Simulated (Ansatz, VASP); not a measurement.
## BeCdTe4: VASP beside Ansatz

```
Be Cd Te
1.0
     0.00000    4.47179    4.47179
     4.47179    0.00000    4.47179
     4.47179    4.47179    0.00000
Be Cd Te
1 1 4
Cartesian
  0.0000 0.0000 0.0000
  6.7077 6.7077 6.7077
  3.3547 5.5888 5.5888
  3.3547 3.3547 3.3547
  5.5888 3.3547 5.5888
  5.5888 5.5888 3.3547
```

Change from the starting cell: species swapped into the ZrTaCo4 type (F-43m, No. 216).

Alike in both runs: task single point; functional PBE; k mesh 4 × 4 × 4; occupations gaussian, width 0.1 eV; no spin polarisation.

```csv
,VASP,Ansatz
version,VASP 6.6.1,Ansatz 0.2.0
potentials or method,"VASP PAW PBE potentials, release 64 (Be, Cd, Te), cutoff 520 eV","scalar-relativistic, plane waves, PAW"
valence electrons in the cell,38,86
```

|  | VASP | Ansatz | Ansatz less VASP |
| --- | --- | --- | --- |
| gap on the k mesh at the Fermi level (eV) | none | none | - |
| pressure (GPa) | 2.0 | 2.0 | +0.02 |
| rms of the force components (eV/Å) | 0.003 | 0.003 | +0.0005 |

Atom by atom the forces differ by 0.000 eV/Å (rms over components). A gap of «none» marks a metal or a gap that the smearing closes. VASP's potentials hold 38 valence electrons a cell and Ansatz's 86, so a difference there can come from the potentials and not from the codes.

Neither program's run includes spin-orbit coupling.
